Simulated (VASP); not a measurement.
# Rb (Im-3m) in VASP: a series of runs

Runs on Rb. Level: PBEsol. Tasks: single point.

Everything below comes from runs of VASP 6.6.1. Logs are shortened: lines on timing, memory, paths and dates and some standing lists are left out, and cuts for length are marked.

**1. The cell of the first run**

It takes space group Im-3m (No. 229, cubic). Conventional cell: a = 5.715 Å, b = 5.715 Å, c = 5.715 Å, α = 90.00°, β = 90.00°, γ = 90.00°.

**2. Single point, PBEsol**

The input, INCAR:

```
SYSTEM = Rb
PREC = Accurate
ENCUT = 520
EDIFF = 1E-7
ISMEAR = -1
SIGMA = 0.05
LREAL = .False.
LASPH = .True.
NELM = 60
ALGO = Normal
ISIF = 2
LWAVE = .False.
LCHARG = .False.
GGA = PS
NBANDS = 10
```

The input, KPOINTS:

```
regular mesh
0
Gamma
  7 7 7
  0 0 0
```

The input, POSCAR:

```
Rb
1.0
   -2.8574649348      2.8574649348      2.8574649348
    2.8574649348     -2.8574649348      2.8574649348
    2.8574649348      2.8574649348     -2.8574649348
Rb
1
Direct
    0.0000000000      0.0000000000      0.0000000000
```

Potentials or basis: VASP PAW PBE potentials, release 64 (Rb_sv).

Launch:

```bash
$ cat potpaw_PBE.64/Rb_sv/POTCAR > POTCAR
$ mpirun -np 1 vasp_std > vasp.out
```

OUTCAR:

```text
SYSTEM = Rb
   PREC = Accurate
   ENCUT = 520
   EDIFF = 1E-7
   ISMEAR = -1
   LREAL = .False.
   LASPH = .True.
   NELM = 60
   ISIF = 2
   GGA = PS

 ion  position               nearest neighbor table
   1  0.000  0.000  0.000-

  LATTYP: Found a body centered cubic cell.
 ALAT       =     5.7149298696

  Lattice vectors:

 A1 = (  -2.8574649348,   2.8574649348,   2.8574649348)
 A2 = (   2.8574649348,  -2.8574649348,   2.8574649348)
 A3 = (   2.8574649348,   2.8574649348,  -2.8574649348)

Analysis of symmetry for initial positions (statically):
=====================================================================
 Subroutine PRICEL returns:
 Original cell was already a primitive cell.

 Routine SETGRP: Setting up the symmetry group for a
 body centered cubic supercell.

 Subroutine GETGRP returns: Found 48 space group operations
 (whereof 48 operations were pure point group operations)
 out of a pool of 48 trial point group operations.

The static configuration has the point symmetry O_h .

Analysis of symmetry for dynamics (positions and initial velocities):
=====================================================================
 Subroutine PRICEL returns:
 Original cell was already a primitive cell.

 Routine SETGRP: Setting up the symmetry group for a
 body centered cubic supercell.

 Subroutine GETGRP returns: Found 48 space group operations
 (whereof 48 operations were pure point group operations)
 out of a pool of 48 trial point group operations.

The dynamic configuration has the point symmetry O_h .

 Subroutine INISYM returns: Found 48 space group operations
 (whereof 48 operations are pure point group operations),
 and found     1 'primitive' translations

----------------------------------------------------------------------------------------

                                     Primitive cell

  volume of cell :      93.3260

  direct lattice vectors                    reciprocal lattice vectors
    -2.857464935  2.857464935  2.857464935     0.000000000  0.174980275  0.174980275
     2.857464935 -2.857464935  2.857464935     0.174980275  0.000000000  0.174980275
     2.857464935  2.857464935 -2.857464935     0.174980275  0.174980275  0.000000000

  length of vectors
     4.949274448  4.949274448  4.949274448     0.247459478  0.247459478  0.247459478

  position of ions in fractional coordinates (direct lattice)
     0.000000000  0.000000000  0.000000000

  ion indices of the primitive-cell ions
   primitive index   ion index
                 1           1

----------------------------------------------------------------------------------------

 KPOINTS: regular mesh

Automatic generation of k-mesh.
 Grid dimensions read from file:
 generate k-points for:    7    7    7

 Generating k-lattice:

  Cartesian coordinates                     Fractional coordinates (reciprocal lattice)
     0.000000000  0.024997182  0.024997182     0.142857143  0.000000000  0.000000000
     0.024997182  0.000000000  0.024997182     0.000000000  0.142857143  0.000000000
     0.024997182  0.024997182  0.000000000     0.000000000  0.000000000  0.142857143

  Length of vectors
     0.035351354  0.035351354  0.035351354

  Shift w.r.t. Gamma in fractional coordinates (k-lattice)
     0.000000000  0.000000000  0.000000000

 Subroutine IBZKPT returns following result:
 ===========================================

 Found     20 irreducible k-points:

 Following reciprocal coordinates:
            Coordinates               Weight
  0.000000  0.000000  0.000000      1.000000
  0.142857  0.000000  0.000000     12.000000
  0.285714  0.000000  0.000000     12.000000
  0.428571  0.000000  0.000000     12.000000
  0.142857  0.142857  0.000000     24.000000
  0.285714  0.142857 -0.000000     48.000000
[... 12 lines left out ...]
 -0.428571 -0.428571  0.285714      8.000000
 -0.428571  0.428571  0.428571      6.000000
   k-points           NKPTS =     20   k-points in BZ     NKDIM =     20   number of bands    NBANDS=     10
   number of dos      NEDOS =    301   number of ions     NIONS =      1
   total plane-waves  NPLWV =  64000
   dimension x,y,z NGX =    40 NGY =   40 NGZ =   40
   dimension x,y,z NGXF=    80 NGYF=   80 NGZF=   80
   ions per type =               1
   NGX,Y,Z   is equivalent  to a cutoff of  13.44, 13.44, 13.44 a.u.
   NGXF,Y,Z  is equivalent  to a cutoff of  26.87, 26.87, 26.87 a.u.
 SYSTEM =  Rb
   PREC   = accura    normal or accurate (medium, high low for compatibility)
   ISTART =      0    job   : 0-new  1-cont  2-samecut
   ICHARG =      2    charge: 1-file 2-atom 10-const
   ISPIN  =      1    spin polarized calculation?
   LNONCOLLINEAR =      F non collinear calculations
   LSORBIT =      F    spin-orbit coupling
   LASPH  =      T    aspherical Exc in radial PAW
   ENCUT  =  520.0 eV  38.22 Ry    6.18 a.u.   9.20  9.20  9.20*2*pi/ulx,y,z
   NELM   =     60;   NELMIN=  2; NELMDL= -5     # of ELM steps
   EDIFF  = 0.1E-06   stopping-criterion for ELM
   LREAL  =      F    real-space projection
   EDIFFG = 0.1E-05   stopping-criterion for IOM
   NSW    =      0    number of steps for IOM
   IBRION =     -1    ionic relax: 0-MD 1-quasi-New 2-CG
   NFREE  =      0    steps in history (QN), initial steepest desc. (CG)
   ISIF   =      2    stress and relaxation
   ISYM   =      2    0-nonsym 1-usesym 2-fastsym
   POTIM  = 0.5000    time-step for ionic-motion
   TEBEG  =    0.0;   TEEND  =   0.0 temperature during run
   PSTRESS=    0.0 pullay stress
   NELECT =       9.0000    total number of electrons
   NUPDOWN=      -1.0000    fix difference up-down
   EMIN   =  10.00;   EMAX   =-10.00  energy-range for DOS
   EFERMI =   0.00;   METHOD = LEGACY
   ISMEAR =    -1;   SIGMA  =   0.05  broadening in eV -4-tet -1-fermi 0-gaus
   EFERMI_NEDOS =   21; number of points for ismear=-14 and -15
   IALGO  =     38    algorithm
   IMIX   =      4    mixing-type and parameters
     AMIX     =   0.40;   BMIX     =  1.00
     AMIX_MAG =   1.60;   BMIX_MAG =  1.00
  volume/ion in A,a.u.               =      93.33       629.80
  Fermi-wavevector in a.u.,A,eV,Ry     =   0.750737  1.418688  7.668335  0.563607
  Thomas-Fermi vector in A             =   1.847557
   LORBIT       =      0    0 simple, 1 ext, 2 COOP (PROOUT), +10 PAW based schemes
   GGA     = PS    functional components
   LHFCALC =     F    Hartree Fock is set to
   AEXX    =    0.0000 exact exchange contribution
   IVDW    =     0    specifies the selected vdW correction
   LEPSILON=     F    determine dielectric tensor
   LRPA    =     F    only Hartree local field effects (RPA)
 non-spin polarized calculation
  energy-cutoff  :      520.00
  volume of cell :       93.33
 maximum number of plane-waves:      2526
 NGX is ok and might be reduce to    40
   NGX = 19   NGY = 19   NGZ = 19

 number of electron       9.0000000 magnetization

 Free energy of the ion-electron system (eV)
  ---------------------------------------------------
  ext. energy  EPLUGINS =         0.00000000
  ---------------------------------------------------
  free energy    TOTEN  =        -1.02593363 eV

  energy without entropy =       -1.01791217  energy(sigma->0) =       -1.02192290

 E-fermi :  -0.1155     XC(G=0):  -5.4585

 val. band max:       -0.1647417817   @ k =  -0.2857   0.4286   0.1429
 cond. band min:      -0.0089829803   @ k =  -0.4286   0.4286   0.1429
 fundamental gap:      0.1557588014
 Fermi energy:        -0.1155437380

 k-point     1 :       0.0000    0.0000    0.0000
  band No.  band energies     occupation
      1     -28.9797      2.00000
      2     -13.0288      2.00000
      3     -13.0288      2.00000
      4     -13.0288      2.00000
      5      -2.0480      2.00000
      6       3.5507      0.00000
      7       3.5507      0.00000
      8       3.5507      0.00000
      9       4.4780      0.00000
     10       4.4780      0.00000

 k-point     2 :       0.1429    0.0000    0.0000
  band No.  band energies     occupation
      1     -28.9790      2.00000
      2     -13.0458      2.00000
      3     -13.0344      2.00000
      4     -13.0288      2.00000
      5      -1.8143      2.00000
      6       3.1258      0.00000
      7       3.2567      0.00000
      8       3.7645      0.00000
      9       4.2153      0.00000
     10       4.4049      0.00000

 k-point     3 :       0.2857    0.0000    0.0000
  band No.  band energies     occupation
      1     -28.9775      2.00000
      2     -13.0832      2.00000
      3     -13.0470      2.00000
      4     -13.0288      2.00000
      5      -1.1551      2.00000
      6       2.0736      0.00000
      7       2.7904      0.00000
      8       4.3226      0.00000
      9       4.3841      0.00000
     10       4.4206      0.00000

 k-point     4 :       0.4286    0.0000    0.0000
  band No.  band energies     occupation
      1     -28.9762      2.00000
      2     -13.1127      2.00000
      3     -13.0570      2.00000
      4     -13.0288      2.00000
      5      -0.2127      1.74921
      6       1.0103      0.00000
      7       2.5106      0.00000
      8       4.1640      0.00000
      9       4.7407      0.00000
     10       5.3306      0.00000
[... 170 lines left out ...]
 k-point    18 :      -0.4286    0.4286    0.2857
  band No.  band energies     occupation
      1     -28.9744      2.00000
      2     -13.0987      2.00000
      3     -13.0777      2.00000
      4     -13.0684      2.00000
      5       0.4906      0.00001
      6       1.3246      0.00000
      7       2.5527      0.00000
      8       2.8450      0.00000
      9       3.7265      0.00000
     10       5.3616      0.00000

 k-point    19 :      -0.4286   -0.4286    0.2857
  band No.  band energies     occupation
      1     -28.9738      2.00000
      2     -13.0934      2.00000
      3     -13.0934      2.00000
      4     -13.0712      2.00000
      5       1.0894      0.00000
      6       1.0894      0.00000
      7       2.0243      0.00000
      8       3.4346      0.00000
      9       3.4346      0.00000
     10       5.0539      0.00000

 k-point    20 :      -0.4286    0.4286    0.4286
  band No.  band energies     occupation
      1     -28.9734      2.00000
      2     -13.0918      2.00000
      3     -13.0890      2.00000
      4     -13.0890      2.00000
      5       0.9932      0.00000
      6       1.2616      0.00000
      7       2.8990      0.00000
      8       3.0170      0.00000
      9       3.0170      0.00000
     10       5.1104      0.00000

------------------------ aborting loop because EDIFF is reached ----------------------------------------

  FORCE on cell =-STRESS in cart. coord.  units (eV):
  Direction    XX          YY          ZZ          XY          YZ          ZX
  --------------------------------------------------------------------------------------
  -------------------------------------------------------------------------------------
  Total       -0.1178391     -0.1178391     -0.1178391      0.0000000      0.0000000     -0.0000000
  in kB       -2.0230062     -2.0230062     -2.0230062      0.0000000      0.0000000     -0.0000000
  external PRESSURE =      -2.0230062 kB  Pullay stress =       0.0000000 kB

 VOLUME and BASIS-vectors are now :
 -----------------------------------------------------------------------------
  energy-cutoff  :      520.00
  volume of cell :       93.33
      direct lattice vectors                 reciprocal lattice vectors
    -2.857464935  2.857464935  2.857464935     0.000000000  0.174980275  0.174980275
     2.857464935 -2.857464935  2.857464935     0.174980275  0.000000000  0.174980275
     2.857464935  2.857464935 -2.857464935     0.174980275  0.174980275  0.000000000

 POSITION                                       TOTAL-FORCE (eV/Angst)
 -----------------------------------------------------------------------------------
      0.00000      0.00000      0.00000         0.000000     -0.000000     -0.000000
 -----------------------------------------------------------------------------------
    total drift:                               -0.000000      0.000000     -0.000000

  FREE ENERGIE OF THE ION-ELECTRON SYSTEM (eV)
  ---------------------------------------------------
  free  energy   TOTEN  =        -1.0259336333 eV

  energy  without entropy=       -1.0179121708  energy(sigma->0) =       -1.02192290
```

Run time: 9.2 s. Hardware: 1 thread of Intel Xeon 6975P-C (Granite Rapids), shared host; peak memory 0.22 GiB.

Results:

```
Free energy : -1.0259 eV
Pressure    : -0.2 GPa
```

Caveat: the PAW data sets were made with another functional, which shifts forces and pressure a little.

**3. Single point, PBEsol**

This run uses another cell than the first one, of 88.04 Å³/atom, 0.943 times its volume.

The input, INCAR:

```
SYSTEM = Rb
PREC = Accurate
ENCUT = 520
EDIFF = 1E-7
ISMEAR = 1
SIGMA = 0.05
LREAL = .FALSE.
LASPH = .TRUE.
NELM = 60
ALGO = Fast
ISIF = 2
LWAVE = .FALSE.
LCHARG = .TRUE.
GGA = PS
LELF = .TRUE.
LVHAR = .TRUE.
NBANDS = 10
```

The input, KPOINTS:

```
Automatic mesh
0
G
  6 6 6
  0 0 0
```

The input, POSCAR:

```
Rb
1.0
   -2.8025000000      2.8025000000      2.8025000000
    2.8025000000     -2.8025000000      2.8025000000
    2.8025000000      2.8025000000     -2.8025000000
Rb
1
Direct
    0.0000000000      0.0000000000      0.0000000000
```

Potentials or basis: VASP PAW PBE potentials, release 64 (Rb_sv).

Launch:

```bash
$ cat potpaw_PBE.64/Rb_sv/POTCAR > POTCAR
$ mpirun -np 1 vasp_std > vasp.out
```

It took 7.8 s on 1 thread of Intel Xeon 6975P-C (Granite Rapids), shared host; peak memory 0.19 GiB.

It converged, with:

```yaml
Free_energy: -1.0032 eV
Pressure: 0.0 GPa
```

Levels at points of the mesh, in eV from the Fermi level:
```tsv
k point	band 1	band 2	band 3	band 4	band 5	band 6	band 7	band 8
(0.00, 0.00, 0.00)	-28.86	-12.90	-12.90	-12.90	-2.04	3.69	3.69	3.69
(0.50, 0.00, 0.00)	-28.85	-13.01	-12.94	-12.90	0.21	0.78	2.57	4.31
(0.50, 0.50, 0.50)	-28.85	-12.98	-12.98	-12.98	1.22	1.22	3.31	3.31
```

Caveat: the PAW data sets were made with another functional, which shifts forces and pressure a little.

**4. Single point, PBEsol**

This run uses another cell than the first one, of 88.04 Å³/atom, 0.943 times its volume.

The input, INCAR:

```
SYSTEM = Rb
PREC     = Accurate       ! precision mode
ENCUT    = 520            ! plane-wave cutoff, eV
EDIFF    = 1E-7           ! SCF threshold, eV
ISMEAR   = 1              ! smearing method
SIGMA    = 0.025          ! smearing width, eV
LREAL    = .False.        ! projectors in reciprocal space
LASPH    = .True.         ! aspherical terms in the spheres
NELM     = 60             ! most SCF steps
ALGO     = Normal         ! electronic algorithm
ISIF     = 2              ! what is computed and relaxed
LWAVE    = .False.        ! write WAVECAR
LCHARG   = .False.        ! write CHGCAR
GGA      = PS             ! functional
NBANDS   = 10             ! bands
```

The input, KPOINTS:

```
Automatic mesh
0
Gamma
  6 6 6
  0 0 0
```

POSCAR is that of step 3.

Launch:

```bash
$ cat potpaw_PBE.64/Rb_sv/POTCAR > POTCAR
$ mpirun -np 1 vasp_std > vasp.out
```

Run time: 5.2 s. Hardware: 1 thread of Intel Xeon 6975P-C (Granite Rapids), shared host; peak memory 0.19 GiB.

Results (log left out):

| Item | Value |
| --- | --- |
| Free energy | -1.0017 eV |
| Pressure | 0.0 GPa |

Levels at points of the mesh, in eV from the Fermi level:
| k point | band 1 | band 2 | band 3 | band 4 | band 5 | band 6 | band 7 | band 8 | band 9 |
| --- | --- | --- | --- | --- | --- | --- | --- | --- | --- |
| (0.00, 0.00, 0.00) | -28.86 | -12.90 | -12.90 | -12.90 | -2.04 | 3.69 | 3.69 | 3.69 | 4.66 |
| (0.50, 0.00, 0.00) | -28.86 | -13.01 | -12.94 | -12.90 | 0.21 | 0.78 | 2.57 | 4.31 | 5.23 |
| (0.50, 0.50, 0.50) | -28.85 | -12.98 | -12.98 | -12.98 | 1.22 | 1.22 | 3.30 | 3.30 | 3.30 |

Caveat: the PAW data sets were made with another functional, which shifts forces and pressure a little.

**5. Single point, PBEsol**

This run uses another cell than the first one, of 88.04 Å³/atom, 0.943 times its volume.

The input, INCAR:

```
PREC = Accurate ; ENCUT = 520
EDIFF = 1E-6 ; ISMEAR = 1
SIGMA = 0.01 ; LREAL = False
LASPH = True ; NELM = 60
ALGO = Normal ; ISIF = 2
LWAVE = False ; LCHARG = False
GGA = PS ; NBANDS = 10
```

The input, KPOINTS:

```
Automatic mesh
0
Gamma
  6 6 6
```

POSCAR is that of step 4.

Launch:

```bash
$ cat potpaw_PBE.64/Rb_sv/POTCAR > POTCAR
$ mpirun -np 1 vasp_std > vasp.out
```

Wall time 5.1 s (1 thread of Intel Xeon 6975P-C (Granite Rapids), shared host); peak memory 0.19 GiB.

Results (log left out):

- Free energy: -1.0008 eV
- Pressure: 0.0 GPa

Levels at points of the mesh, in eV from the Fermi level:
| k point | band 1 | band 2 | band 3 | band 4 | band 5 | band 6 | band 7 | band 8 |
| --- | --- | --- | --- | --- | --- | --- | --- | --- |
| (0.00, 0.00, 0.00) | -28.86 | -12.91 | -12.91 | -12.91 | -2.04 | 3.69 | 3.69 | 3.69 |
| (0.50, 0.00, 0.00) | -28.86 | -13.01 | -12.94 | -12.91 | 0.21 | 0.78 | 2.57 | 4.31 |
| (0.50, 0.50, 0.50) | -28.85 | -12.98 | -12.98 | -12.98 | 1.22 | 1.22 | 3.30 | 3.30 |

Caveat: the PAW data sets were made with another functional, which shifts forces and pressure a little.

**6. Single point, PBEsol**

This run uses another cell than the first one, of 88.04 Å³/atom, 0.943 times its volume.

The input, INCAR:

```
PREC = Accurate
ENCUT = 520
EDIFF = 1E-6
ISMEAR = 1
SIGMA = 0.005
LREAL = F
LASPH = T
NELM = 100
ALGO = Normal
ISIF = 2
LWAVE = F
LCHARG = F
GGA = PS
NBANDS = 10
```

KPOINTS is that of step 5.

POSCAR is that of step 5.

Potentials or basis: VASP PAW PBE potentials, release 64 (Rb_sv).

Launch:

```bash
$ cat potpaw_PBE.64/Rb_sv/POTCAR > POTCAR
$ mpirun -np 1 vasp_std > vasp.out
```

Run time: 4.8 s. Hardware: 1 thread of Intel Xeon 6975P-C (Granite Rapids), shared host; peak memory 0.2 GiB.

Results (log left out):

```
Free energy : -1.0005 eV
Pressure    : 0.0 GPa
```

Levels at points of the mesh, in eV from the Fermi level:
```
           k point  band 1  band 2  band 3  band 4  band 5  band 6  band 7  band 8  band 9
(0.00, 0.00, 0.00)  -28.86  -12.91  -12.91  -12.91   -2.04    3.69    3.69    3.69    4.66
(0.50, 0.00, 0.00)  -28.86  -13.01  -12.94  -12.91    0.20    0.78    2.57    4.31    5.23
(0.50, 0.50, 0.50)  -28.85  -12.98  -12.98  -12.98    1.22    1.22    3.30    3.30    3.30
```

Caveat: the PAW data sets were made with another functional, which shifts forces and pressure a little.

**7. The runs side by side**

```tsv
cell	k mesh	smearing	gap on the mesh (eV)	pressure (GPa)
a = 4.949 Å, angles 109.5°, 1 atom	7 × 7 × 7	fermi-dirac 0.05 eV	none	-0.2
a = 4.854 Å, angles 109.5°, 1 atom	6 × 6 × 6	methfessel-paxton 0.05 eV	none	0.0
a = 4.854 Å, angles 109.5°, 1 atom	6 × 6 × 6	methfessel-paxton 0.025 eV	none	0.0
a = 4.854 Å, angles 109.5°, 1 atom	6 × 6 × 6	methfessel-paxton 0.01 eV	none	0.0
a = 4.854 Å, angles 109.5°, 1 atom	6 × 6 × 6	methfessel-paxton 0.005 eV	none	0.0
```

Alike in all rows: task single point; level PBEsol; potentials or basis VASP PAW PBE potentials, release 64 (Rb_sv); no spin polarisation; cutoff (eV) 520.

Caveats: the PAW data sets were made with another functional, which shifts forces and pressure a little.

Absolute energies hang on the potentials; compare differences alone.
